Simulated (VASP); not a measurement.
# CoO (R-3m) in VASP: notebook, part 3 of 3

VASP 6.6.1. The steps go on from the part before.

## 5. Single point, PBE, collinear spin, ferromagnetic start

This run uses another cell than the first one, of 9.39 Å³/atom, 0.980 times its volume.

Contents of INCAR:

```
SYSTEM = CoO
PREC     = Accurate       ! precision mode
ENCUT    = 520            ! plane-wave cutoff, eV
EDIFF    = 1E-7           ! SCF threshold, eV
ISMEAR   = -1             ! smearing method
SIGMA    = 0.05           ! smearing width, eV
LREAL    = .FALSE.        ! projectors in reciprocal space
LASPH    = .TRUE.         ! aspherical terms in the spheres
NELM     = 150            ! most SCF steps
ALGO     = Normal         ! electronic algorithm
ISIF     = 2              ! what is computed and relaxed
LWAVE    = .FALSE.        ! write WAVECAR
LCHARG   = .FALSE.        ! write CHGCAR
ISPIN    = 2              ! spin polarisation
MAGMOM   = 2 0            ! initial moments
LORBIT   = 11             ! projections on sites
LMAXMIX  = 4              ! l up to which the mixer works
GGA      = PE             ! functional
NBANDS   = 18             ! bands
```

Contents of KPOINTS:

```
regular mesh
0
G
  11 11 11
  0 0 0
```

Contents of POSCAR:

```
CoO
1.0
    1.4953654176      0.8633496264      2.4235510644
   -1.4953654176      0.8633496264      2.4235510644
    0.0000000000     -1.7266992528      2.4235510644
Co O
1 1
Direct
    0.0000000000      0.0000000000      0.0000000000
    0.5000000000      0.5000000000      0.5000000000
```

Potentials or basis: VASP PAW PBE potentials, release 64 (Co, O).

Launch:

```bash
$ cat potpaw_PBE.64/Co/POTCAR potpaw_PBE.64/O/POTCAR > POTCAR
$ mpirun -np 1 vasp_std > vasp.out
```

OUTCAR:

```text
SYSTEM = CoO
   PREC = Accurate
   ENCUT = 520
   EDIFF = 1E-7
   ISMEAR = -1
   LREAL = .FALSE.
   LASPH = .TRUE.
   NELM = 150
   ISIF = 2
   ISPIN = 2
   LORBIT = 11
   GGA = PE

 ion  position               nearest neighbor table
   1  0.000  0.000  0.000-   2 2.11   2 2.11   2 2.11   2 2.11   2 2.11   2 2.11
   2  0.500  0.500  0.500-   1 2.11   1 2.11   1 2.11   1 2.11   1 2.11   1 2.11

  LATTYP: Found a trigonal (rhomboedric) cell.
 ALAT       =     2.9757503375
 COS(alpha) =     0.4949531368

  Lattice vectors:

 A1 = (   1.4953654176,   0.8633496264,   2.4235510644)
 A2 = (  -1.4953654176,   0.8633496264,   2.4235510644)
 A3 = (   0.0000000000,  -1.7266992528,   2.4235510644)

Analysis of symmetry for initial positions (statically):
=====================================================================
 Subroutine PRICEL returns:
 Original cell was already a primitive cell.

 Routine SETGRP: Setting up the symmetry group for a
 trigonal (rhombohedral) supercell.

 Subroutine GETGRP returns: Found 12 space group operations
 (whereof 12 operations were pure point group operations)
 out of a pool of 12 trial point group operations.

The static configuration has the point symmetry D_3d.

Analysis of symmetry for dynamics (positions and initial velocities):
=====================================================================
 Subroutine PRICEL returns:
 Original cell was already a primitive cell.

 Routine SETGRP: Setting up the symmetry group for a
 trigonal (rhombohedral) supercell.

 Subroutine GETGRP returns: Found 12 space group operations
 (whereof 12 operations were pure point group operations)
 out of a pool of 12 trial point group operations.

The dynamic configuration has the point symmetry D_3d.

Analysis of structural, dynamic, and magnetic symmetry:
=====================================================================
 Subroutine PRICEL returns:
 Original cell was already a primitive cell.

 Routine SETGRP: Setting up the symmetry group for a
 trigonal (rhombohedral) supercell.

 Subroutine GETGRP returns: Found 12 space group operations
 (whereof 12 operations were pure point group operations)
 out of a pool of 12 trial point group operations.

The overall configuration has the point symmetry D_3d.

 Subroutine INISYM returns: Found 12 space group operations
 (whereof 12 operations are pure point group operations),
 and found     1 'primitive' translations

----------------------------------------------------------------------------------------

                                     Primitive cell

  volume of cell :      18.7732

  direct lattice vectors                    reciprocal lattice vectors
     1.495365418  0.863349626  2.423551064     0.334366433  0.193046550  0.137539224
    -1.495365418  0.863349626  2.423551064    -0.334366433  0.193046550  0.137539224
     0.000000000 -1.726699253  2.423551064     0.000000000 -0.386093100  0.137539224

  length of vectors
     2.975750338  2.975750338  2.975750338     0.409859634  0.409859634  0.409859634

  position of ions in fractional coordinates (direct lattice)
     0.000000000  0.000000000  0.000000000
     0.500000000  0.500000000  0.500000000

  ion indices of the primitive-cell ions
   primitive index   ion index
                 1           1
                 2           2
[... 59 lines left out ...]
   ions per type =               1   1
   NGX,Y,Z   is equivalent  to a cutoff of  13.41, 13.41, 13.41 a.u.
   NGXF,Y,Z  is equivalent  to a cutoff of  26.82, 26.82, 26.82 a.u.
 SYSTEM =  CoO
   PREC   = accura    normal or accurate (medium, high low for compatibility)
   ISTART =      0    job   : 0-new  1-cont  2-samecut
   ICHARG =      2    charge: 1-file 2-atom 10-const
   ISPIN  =      2    spin polarized calculation?
   LNONCOLLINEAR =      F non collinear calculations
   LSORBIT =      F    spin-orbit coupling
   LASPH  =      T    aspherical Exc in radial PAW
   ENCUT  =  520.0 eV  38.22 Ry    6.18 a.u.   5.53  5.53  5.53*2*pi/ulx,y,z
   NELM   =    150;   NELMIN=  2; NELMDL= -5     # of ELM steps
   EDIFF  = 0.1E-06   stopping-criterion for ELM
   LREAL  =      F    real-space projection
   EDIFFG = 0.1E-05   stopping-criterion for IOM
   NSW    =      0    number of steps for IOM
   IBRION =     -1    ionic relax: 0-MD 1-quasi-New 2-CG
   NFREE  =      0    steps in history (QN), initial steepest desc. (CG)
   ISIF   =      2    stress and relaxation
   ISYM   =      2    0-nonsym 1-usesym 2-fastsym
   POTIM  = 0.5000    time-step for ionic-motion
   TEBEG  =    0.0;   TEEND  =   0.0 temperature during run
   PSTRESS=    0.0 pullay stress
   NELECT =      15.0000    total number of electrons
   NUPDOWN=      -1.0000    fix difference up-down
   EMIN   =  10.00;   EMAX   =-10.00  energy-range for DOS
   EFERMI =   0.00;   METHOD = LEGACY
   ISMEAR =    -1;   SIGMA  =   0.05  broadening in eV -4-tet -1-fermi 0-gaus
   EFERMI_NEDOS =   21; number of points for ismear=-14 and -15
   IALGO  =     38    algorithm
   IMIX   =      4    mixing-type and parameters
     AMIX     =   0.40;   BMIX     =  1.00
     AMIX_MAG =   1.60;   BMIX_MAG =  1.00
  volume/ion in A,a.u.               =       9.39        63.34
  Fermi-wavevector in a.u.,A,eV,Ry     =   1.519122  2.870725 31.398611  2.307733
  Thomas-Fermi vector in A             =   2.628151
   LORBIT       =     11    0 simple, 1 ext, 2 COOP (PROOUT), +10 PAW based schemes
   GGA     = PE    functional components
   LHFCALC =     F    Hartree Fock is set to
   AEXX    =    0.0000 exact exchange contribution
   IVDW    =     0    specifies the selected vdW correction
   LEPSILON=     F    determine dielectric tensor
   LRPA    =     F    only Hartree local field effects (RPA)
 spin polarized calculation
  energy-cutoff  :      520.00
  volume of cell :       18.77
 maximum number of plane-waves:       531
 NGX is ok and might be reduce to    24
   NGX = 11   NGY = 11   NGZ = 11

 number of electron      15.0000001 magnetization       2.8269928

 Free energy of the ion-electron system (eV)
  ---------------------------------------------------
  ext. energy  EPLUGINS =         0.00000000
  ---------------------------------------------------
  free energy    TOTEN  =       -13.06110287 eV

  energy without entropy =      -13.02702964  energy(sigma->0) =      -13.04406625

 E-fermi :   8.3168     XC(G=0): -12.5752

 val. band max:        8.3159091094   @ k =  -0.1818   0.2727   0.1818
 cond. band min:       8.3203316081   @ k =  -0.4545   0.2727   0.2727
 fundamental gap:      0.0044224986
 Fermi energy:         8.3167522448

 spin component 1

 k-point     1 :       0.0000    0.0000    0.0000
  band No.  band energies     occupation
      1     -12.1410      1.00000
      2       5.0599      1.00000
      3       5.0599      1.00000
      4       5.0707      1.00000
      5       5.0707      1.00000
      6       5.1089      1.00000
[... 493 lines left out ...]
     17      36.4811      0.00000
     18      38.2663      0.00000

 [... further k-points ...]

 spin component 2

 k-point     1 :       0.0000    0.0000    0.0000
  band No.  band energies     occupation
      1     -11.6686      1.00000
      2       5.5867      1.00000
      3       5.5867      1.00000
      4       5.6408      1.00000
      5       7.1487      1.00000
      6       7.1487      1.00000
[... 493 lines left out ...]
     17      37.0781      0.00000
     18      38.8745      0.00000

 [... further k-points ...]
[... 5 lines left out ...]
  --------------------------------------------------------------------------------------
  -------------------------------------------------------------------------------------
  Total        0.3567323      0.3567323      0.3011739      0.0000000     -0.0000000     -0.0000000
  in kB       30.4449667     30.4449667     25.7033950      0.0000000     -0.0000000     -0.0000000
  external PRESSURE =      28.8644428 kB  Pullay stress =       0.0000000 kB

 VOLUME and BASIS-vectors are now :
 -----------------------------------------------------------------------------
  energy-cutoff  :      520.00
  volume of cell :       18.77
      direct lattice vectors                 reciprocal lattice vectors
     1.495365418  0.863349626  2.423551064     0.334366433  0.193046550  0.137539224
    -1.495365418  0.863349626  2.423551064    -0.334366433  0.193046550  0.137539224
     0.000000000 -1.726699253  2.423551064     0.000000000 -0.386093100  0.137539224

 POSITION                                       TOTAL-FORCE (eV/Angst)
 -----------------------------------------------------------------------------------
      0.00000      0.00000      0.00000         0.000000      0.000000      0.000000
      0.00000      0.00000      3.63533        -0.000000     -0.000000     -0.000000
 -----------------------------------------------------------------------------------
    total drift:                               -0.000000      0.000000     -0.000000

  FREE ENERGIE OF THE ION-ELECTRON SYSTEM (eV)
  ---------------------------------------------------
  free  energy   TOTEN  =       -13.0611028690 eV

  energy  without entropy=      -13.0270296372  energy(sigma->0) =      -13.04406625

 total charge

# of ion       s       p       d       tot
------------------------------------------
    1        0.302   0.375   7.169   7.846
    2        1.557   3.435   0.000   4.992
--------------------------------------------------
tot          1.858   3.811   7.169  12.838

 magnetization (x)

# of ion       s       p       d       tot
------------------------------------------
    1        0.021   0.018   2.461   2.501
    2        0.029   0.250   0.000   0.279
--------------------------------------------------
tot          0.050   0.268   2.461   2.779
```

It took 56 s on 1 thread of Intel Xeon Platinum 8488C (Sapphire Rapids), shared host; peak memory 0.2 GiB.

Results:

```
Free energy                                           : -13.0611 eV
Pressure                                              : 2.9 GPa
Net moment                                            : 2.83 μB per cell
Site moments                                          : Co +2.50; O +0.28 μB
Valence electrons inside the program's atomic spheres : Co 7.85; O 4.99
```

Caveat: a cell with one magnetic atom can't hold antiferromagnetic order, which such compounds often take; semilocal functionals often make such compounds metallic where correlation or magnetic order opens a gap, which also shifts bond lengths. With open d or f shells a metallic result of PBE can be an artefact of self-interaction; +U or a hybrid may open a gap.

## 6. Single point, PBE, collinear spin, ferromagnetic start

This run uses another cell than the first one, of 9.77 Å³/atom, 1.020 times its volume.

Contents of INCAR:

```
SYSTEM = CoO
ALGO = Normal
EDIFF = 1E-7
ENCUT = 520
GGA = PE
ISIF = 2
ISMEAR = -1
ISPIN = 2
LASPH = .TRUE.
LCHARG = .TRUE.
LELF = .TRUE.
LMAXMIX = 4
LORBIT = 11
LREAL = .FALSE.
LVHAR = .TRUE.
LWAVE = .FALSE.
MAGMOM = 2 0
NBANDS = 18
NELM = 150
PREC = Accurate
SIGMA = 0.05
```

Contents of KPOINTS:

```
k-points
0
G
  11 11 11
  0 0 0
```

Contents of POSCAR:

```
CoO
1.0
    1.5154398320      0.8749395950      2.4560858334
   -1.5154398320      0.8749395950      2.4560858334
    0.0000000000     -1.7498791900      2.4560858334
Co O
1 1
Direct
    0.0000000000      0.0000000000      0.0000000000
    0.5000000000      0.5000000000      0.5000000000
```

Potentials or basis: VASP PAW PBE potentials, release 64 (Co, O).

Launch:

```bash
$ cat potpaw_PBE.64/Co/POTCAR potpaw_PBE.64/O/POTCAR > POTCAR
$ mpirun -np 1 vasp_std > vasp.out
```

It took 57 s on 1 thread of Intel Xeon Platinum 8488C (Sapphire Rapids), shared host; peak memory 0.2 GiB.

It converged, with:

```
Free energy                                           : -13.0593 eV
Pressure                                              : -3.8 GPa
Net moment                                            : 2.92 μB per cell
Site moments                                          : Co +2.57; O +0.30 μB
Valence electrons inside the program's atomic spheres : Co 7.77; O 4.97
```

Stress tensor (GPa, compression positive):
```
-3.71  0.00  0.00
 0.00 -3.71  0.00
 0.00  0.00 -4.05
```

Levels at points of the mesh, in eV from the Fermi level:
Spin up:
| k point | band 5 | band 6 | band 7 | band 8 | band 9 | band 10 | band 11 | band 12 | band 13 | band 14 |
| --- | --- | --- | --- | --- | --- | --- | --- | --- | --- | --- |
| (0.00, 0.00, 0.00) | -3.07 | -3.06 | -3.06 | -3.03 | -3.01 | 0.95 | 16.83 | 17.99 | 17.99 | 18.20 |
Spin down:
| k point | band 4 | band 5 | band 6 | band 7 | band 8 | band 9 |
| --- | --- | --- | --- | --- | --- | --- |
| (0.00, 0.00, 0.00) | -2.46 | -1.08 | -1.08 | -1.06 | 0.09 | 0.09 |

Caveat: a cell with one magnetic atom can't hold antiferromagnetic order, which such compounds often take; semilocal functionals often make such compounds metallic where correlation or magnetic order opens a gap, which also shifts bond lengths. With open d or f shells a metallic result of PBE can be an artefact of self-interaction; +U or a hybrid may open a gap.

## 7. Overview

```tsv
fixed moment (μB)	cell	k mesh	gap on the mesh (eV)	pressure (GPa)	moment (μB)
3.0	a = 2.996 Å, angles 60.3°, 2 atoms	9 × 9 × 9	-	0.5	3.00
4.0	a = 2.996 Å, angles 60.3°, 2 atoms	9 × 9 × 9	-	24.5	4.00
-	a = 2.935 Å, angles 60.3°, 2 atoms	11 × 11 × 11	none	10.4	2.64
-	a = 2.976 Å, angles 60.3°, 2 atoms	11 × 11 × 11	none	2.9	2.83
-	a = 3.016 Å, angles 60.3°, 2 atoms	11 × 11 × 11	none	-3.8	2.92
```

Alike in all rows: task single point; level PBE; potentials or basis VASP PAW PBE potentials, release 64 (Co, O); spin collinear, ferromagnetic start; cutoff (eV) 520; smearing fermi-dirac 0.05 eV.

Caveats: a cell with one magnetic atom can't hold antiferromagnetic order, which such compounds often take; semilocal functionals often make such compounds metallic where correlation or magnetic order opens a gap, which also shifts bond lengths (some runs); the total moment is fixed, so each spin has its own Fermi level (some runs).

Absolute energies hang on the potentials; compare differences alone.
